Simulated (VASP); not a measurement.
Set up this calculation in VASP 6.6.1, as the native input.

```
Task                   : single point
Functional             : PBE
Potentials or basis    : VASP PAW PBE potentials, release 64 (Be, Te)
Cutoff                 : 600 eV
k mesh                 : 8 × 8 × 8
Occupations            : gaussian, width 0.02 eV
Spin                   : no spin polarisation
Dipole correction      : no
Further INCAR settings : ALGO = Normal; EDIFF = 1e-06; NBANDS = 11
```

The structure of BeTe (a) lies in POSCAR:

```
BeTe
1.0
    0.0000000000      2.8321709193      2.8321709193
    2.8321709193      0.0000000000      2.8321709193
    2.8321709193      2.8321709193      0.0000000000
Be Te
1 1
Direct
    0.0000000000      0.0000000000      0.0000000000
    0.2500000000      0.2500000000      0.2500000000
```

The input as run:

INCAR

```
SYSTEM = BeTe
  ALGO = Normal
  EDIFF = 1E-6
  ENCUT = 600
  GGA = PE
  GGA_COMPAT = .FALSE.
  ISIF = 2
  ISMEAR = 0
  LASPH = .TRUE.
  LCHARG = .FALSE.
  LREAL = .FALSE.
  LWAVE = .FALSE.
  NBANDS = 11
  NELM = 120
  PREC = Accurate
  SIGMA = 0.02
```

KPOINTS

```
k-points
0
G
  8 8 8
  0 0 0
```

Potentials or basis: VASP PAW PBE potentials, release 64 (Be, Te).

Launch:

```sh
$ cat potpaw_PBE.64/Be/POTCAR potpaw_PBE.64/Te/POTCAR > POTCAR
$ mpirun -np 1 vasp_std > vasp.out
```

Results of the run:

The pressure is 0.1 GPa. The band gap on the k mesh is 2.02 eV, indirect (least direct gap 3.62 eV).

Caveat: spin-orbit coupling is left out, which moves the levels of the heavy elements.

Run time: 16 s on 1 thread of AMD EPYC 9R45 (Zen 5), with other jobs on the host, peak memory 0.14 GiB.
